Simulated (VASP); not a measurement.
# Sn (Fd-3m) in VASP: single point with PBE

Aim: the single point of Sn with PBE.

All numbers are computed with VASP 6.6.1; they aren't measurements. Logs are shortened: lines on timing, memory, paths and dates and some standing lists are left out, and cuts for length are marked.

## Step 1: The cell of the first run

The structure is cubic, space group Fd-3m (No. 227). Conventional cell: a = 6.491 Å, b = 6.491 Å, c = 6.491 Å, α = 90.00°, β = 90.00°, γ = 90.00°. Within 3.7 Å of Sn (site symmetry -43m) lie 4 Sn at 2.81 Å.

## Step 2: Single point, PBE

Input file INCAR:

```
SYSTEM = Sn
PREC = Accurate
ENCUT = 520
EDIFF = 1E-6
ISMEAR = -1
SIGMA = 0.05
LREAL = .FALSE.
LASPH = .TRUE.
NELM = 100
ALGO = Normal
ISIF = 2
LWAVE = .FALSE.
LCHARG = .FALSE.
GGA = PE
NBANDS = 21
```

Input file KPOINTS:

```
regular mesh
0
G
  11 11 11
  0 0 0
```

Input file POSCAR:

```
Sn
1.0
    0.0000000000      3.2456000000      3.2456000000
    3.2456000000      0.0000000000      3.2456000000
    3.2456000000      3.2456000000      0.0000000000
Sn
2
Direct
    0.5000000000      0.5000000000      0.5000000000
    0.7500000000      0.7500000000      0.7500000000
```

Potentials or basis: VASP PAW PBE potentials, release 64 (Sn_d).

The run is started by

```
> cat potpaw_PBE.64/Sn_d/POTCAR > POTCAR
> mpirun -np 1 vasp_std > vasp.out
```

OUTCAR:

```text
SYSTEM = Sn
   PREC = Accurate
   ENCUT = 520
   EDIFF = 1E-6
   ISMEAR = -1
   LREAL = .FALSE.
   LASPH = .TRUE.
   NELM = 100
   ISIF = 2
   GGA = PE

 ion  position               nearest neighbor table
   1  0.500  0.500  0.500-   2 2.81   2 2.81   2 2.81   2 2.81
   2  0.750  0.750  0.750-   1 2.81   1 2.81   1 2.81   1 2.81

  LATTYP: Found a face centered cubic cell.
 ALAT       =     6.4912000000

  Lattice vectors:

 A1 = (   0.0000000000,   3.2456000000,   3.2456000000)
 A2 = (   3.2456000000,   0.0000000000,   3.2456000000)
 A3 = (   3.2456000000,   3.2456000000,   0.0000000000)

Analysis of symmetry for initial positions (statically):
=====================================================================
 Subroutine PRICEL returns:
 Original cell was already a primitive cell.

 Routine SETGRP: Setting up the symmetry group for a
 face centered cubic supercell.

 Subroutine GETGRP returns: Found 48 space group operations
 (whereof 24 operations were pure point group operations)
 out of a pool of 48 trial point group operations.

The static configuration has the point symmetry T_d .
 The point group associated with its full space group is O_h .

Analysis of symmetry for dynamics (positions and initial velocities):
=====================================================================
 Subroutine PRICEL returns:
 Original cell was already a primitive cell.

 Routine SETGRP: Setting up the symmetry group for a
 face centered cubic supercell.

 Subroutine GETGRP returns: Found 48 space group operations
 (whereof 24 operations were pure point group operations)
 out of a pool of 48 trial point group operations.

The dynamic configuration has the point symmetry T_d .
 The point group associated with its full space group is O_h .

 Subroutine INISYM returns: Found 48 space group operations
 (whereof 24 operations are pure point group operations),
 and found     1 'primitive' translations

----------------------------------------------------------------------------------------

                                     Primitive cell

  volume of cell :      68.3778

  direct lattice vectors                    reciprocal lattice vectors
     0.000000000  3.245600000  3.245600000    -0.154054720  0.154054720  0.154054720
     3.245600000  0.000000000  3.245600000     0.154054720 -0.154054720  0.154054720
     3.245600000  3.245600000  0.000000000     0.154054720  0.154054720 -0.154054720
[... 80 lines left out ...]
   LSORBIT =      F    spin-orbit coupling
   LASPH  =      T    aspherical Exc in radial PAW
   ENCUT  =  520.0 eV  38.22 Ry    6.18 a.u.   8.53  8.53  8.53*2*pi/ulx,y,z
   NELM   =    100;   NELMIN=  2; NELMDL= -5     # of ELM steps
   EDIFF  = 0.1E-05   stopping-criterion for ELM
   LREAL  =      F    real-space projection
   EDIFFG = 0.1E-04   stopping-criterion for IOM
   NSW    =      0    number of steps for IOM
   IBRION =     -1    ionic relax: 0-MD 1-quasi-New 2-CG
   NFREE  =      0    steps in history (QN), initial steepest desc. (CG)
   ISIF   =      2    stress and relaxation
   ISYM   =      2    0-nonsym 1-usesym 2-fastsym
   POTIM  = 0.5000    time-step for ionic-motion
   TEBEG  =    0.0;   TEEND  =   0.0 temperature during run
   PSTRESS=    0.0 pullay stress
   NELECT =      28.0000    total number of electrons
   NUPDOWN=      -1.0000    fix difference up-down
   EMIN   =  10.00;   EMAX   =-10.00  energy-range for DOS
   EFERMI =   0.00;   METHOD = LEGACY
   ISMEAR =    -1;   SIGMA  =   0.05  broadening in eV -4-tet -1-fermi 0-gaus
   EFERMI_NEDOS =   21; number of points for ismear=-14 and -15
   IALGO  =     38    algorithm
   IMIX   =      4    mixing-type and parameters
     AMIX     =   0.40;   BMIX     =  1.00
     AMIX_MAG =   1.60;   BMIX_MAG =  1.00
  volume/ion in A,a.u.               =      34.19       230.72
  Fermi-wavevector in a.u.,A,eV,Ry     =   1.215689  2.297319 20.108049  1.477900
  Thomas-Fermi vector in A             =   2.351068
   LORBIT       =      0    0 simple, 1 ext, 2 COOP (PROOUT), +10 PAW based schemes
   GGA     = PE    functional components
   LHFCALC =     F    Hartree Fock is set to
   AEXX    =    0.0000 exact exchange contribution
   IVDW    =     0    specifies the selected vdW correction
   LEPSILON=     F    determine dielectric tensor
   LRPA    =     F    only Hartree local field effects (RPA)
 non-spin polarized calculation
  energy-cutoff  :      520.00
  volume of cell :       68.38
 maximum number of plane-waves:      1862
 NGX is ok and might be reduce to    36
   NGX = 17   NGY = 17   NGZ = 17

 number of electron      28.0000001 magnetization

 Free energy of the ion-electron system (eV)
  ---------------------------------------------------
  ext. energy  EPLUGINS =         0.00000000
  ---------------------------------------------------
  free energy    TOTEN  =        -7.64351607 eV

  energy without entropy =       -7.64191924  energy(sigma->0) =       -7.64271766

 E-fermi :   5.6431     XC(G=0):  -8.8726

 val. band max:        5.6382543134   @ k =   0.4545   0.0000   0.0000
 cond. band min:       5.7192943252   @ k =   0.0000   0.0000   0.0000
 fundamental gap:      0.0810400117
 Fermi energy:         5.6430894036

 k-point     1 :       0.0000    0.0000    0.0000
  band No.  band energies     occupation
      1     -16.0497      2.00000
      2     -16.0497      2.00000
      3     -16.0497      2.00000
      4     -15.9902      2.00000
      5     -15.9902      2.00000
      6     -15.6819      2.00000
[... 565 lines left out ...]
     20      13.2242      0.00000
     21      13.5106      0.00000

 [... further k-points ...]

------------------------ aborting loop because EDIFF is reached ----------------------------------------

  FORCE on cell =-STRESS in cart. coord.  units (eV):
  Direction    XX          YY          ZZ          XY          YZ          ZX
  --------------------------------------------------------------------------------------
  -------------------------------------------------------------------------------------
  Total        1.3483585      1.3483585      1.3483585      0.0000000      0.0000000     -0.0000000
  in kB       31.5937359     31.5937359     31.5937359      0.0000000      0.0000000     -0.0000000
  external PRESSURE =      31.5937359 kB  Pullay stress =       0.0000000 kB

 VOLUME and BASIS-vectors are now :
 -----------------------------------------------------------------------------
  energy-cutoff  :      520.00
  volume of cell :       68.38
      direct lattice vectors                 reciprocal lattice vectors
     0.000000000  3.245600000  3.245600000    -0.154054720  0.154054720  0.154054720
     3.245600000  0.000000000  3.245600000     0.154054720 -0.154054720  0.154054720
     3.245600000  3.245600000  0.000000000     0.154054720  0.154054720 -0.154054720

 POSITION                                       TOTAL-FORCE (eV/Angst)
 -----------------------------------------------------------------------------------
      3.24560      3.24560      3.24560        -0.000000     -0.000000      0.000000
      4.86840      4.86840      4.86840         0.000000      0.000000      0.000000
 -----------------------------------------------------------------------------------
    total drift:                                0.000000      0.000000      0.000000

  FREE ENERGIE OF THE ION-ELECTRON SYSTEM (eV)
  ---------------------------------------------------
  free  energy   TOTEN  =        -7.6435160702 eV

  energy  without entropy=       -7.6419192445  energy(sigma->0) =       -7.64271766
```

Run time: 33 s. Hardware: 1 thread of Intel Xeon 6975P-C (Granite Rapids), shared host; peak memory 0.23 GiB.

What came out:

```yaml
Free_energy: -7.6435 eV
Pressure: 3.2 GPa
Band_gap_on_the_k_mesh: zero (band 14 reaches 5.72 eV, above the bottom of band 15 at 5.64 eV)
```

Levels at points of the mesh, in eV from the Fermi level:
| k point | band 10 | band 11 | band 12 | band 13 | band 14 | band 15 | band 16 | band 17 | band 18 | band 19 |
| --- | --- | --- | --- | --- | --- | --- | --- | --- | --- | --- |
| (0.00, 0.00, 0.00) | -21.32 | -10.61 | -0.65 | 0.08 | 0.08 | 0.08 | 2.15 | 2.15 | 2.15 | 5.01 |

Caveat: spin-orbit coupling is left out, which moves the levels of the heavy elements.
